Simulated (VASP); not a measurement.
## BaTiO3: single point with r2SCAN+U

Crystal: BaTiO3.

```
Ba Ti O
1.0
    -3.98815   -3.97808    0.00000
    -3.96802    3.97808    0.00000
    -0.01006   -0.01004   -3.97806
Ba Ti O
2 2 6
Direct
  0.00000 0.00000 0.00000
  0.50000 0.50000 0.00000
  0.51300 0.00000 0.51300
  0.01300 0.50000 0.51300
  0.99080 0.50000 0.98110
  0.49080 0.00000 0.98110
  0.73595 0.24515 0.49080
  0.23595 0.74515 0.49080
  0.73595 0.75485 0.49080
  0.23595 0.25485 0.49080
```

```yaml
Program: VASP 6.6.1
Task: single point
Functional: r2SCAN
Potentials_or_basis: VASP PAW PBE potentials, release 64 (Ba_sv, Ti_sv, O)
Cutoff: 520 eV
k_mesh: 5 × 5 × 6
Occupations: fermi-dirac, width 0.1 eV
Spin: no spin polarisation
Hubbard_terms: Ti d U = 3.25 eV
```

```
Pressure               : 10.7 GPa
Largest force          : 1.256 eV/Å
Band gap on the k mesh : 3.17 eV
```

Forces in eV/Å, atoms in the order of the input:
```
Ba  -0.022 -0.022 -0.022
Ba  -0.022 -0.022 -0.022
Ti   0.727  0.725  0.724
Ti   0.727  0.725  0.724
O    0.044  0.044 -0.794
O    0.044  0.044 -0.794
O   -0.793  0.046  0.046
O   -0.793  0.046  0.046
O    0.044 -0.793  0.046
O    0.044 -0.793  0.046
```

Stress tensor (GPa, compression positive):
```
10.69 -0.31 -0.31
-0.31 10.69 -0.31
-0.31 -0.31 10.69
```

Levels at points of the mesh, in eV from the valence-band top:
```tsv
k point	band 36	band 37	band 38	band 39	band 40	band 41	band 42	band 43	band 44	band 45
(0.00, 0.00, 0.00)	-0.86	-0.46	-0.38	-0.38	-0.10	3.17	3.17	3.26	4.73	4.73
(0.00, 0.00, 0.50)	-0.98	-0.91	-0.02	-0.02	0.00	3.36	4.65	4.73	4.90	5.26
```

Eigenvalues of the final occupation matrices:
```tsv
site	spin	trace	eigenvalues
site 3 d	1	0.83	0.11 0.11 0.11 0.25 0.25
site 3 d	2	0.83	0.11 0.11 0.11 0.25 0.25
site 4 d	1	0.83	0.11 0.11 0.11 0.25 0.25
site 4 d	2	0.83	0.11 0.11 0.11 0.25 0.25
```

Run time: 23 min on 1 thread of Oxide Virtual Turin-like Processor (shared host), peak memory 0.38 GiB.

Caveat: the cell stands under pressure; the PAW data sets were made with another functional, which shifts forces and pressure a little; spin-orbit coupling is left out, which moves the levels of the heavy elements. A k mesh can miss the band edges.
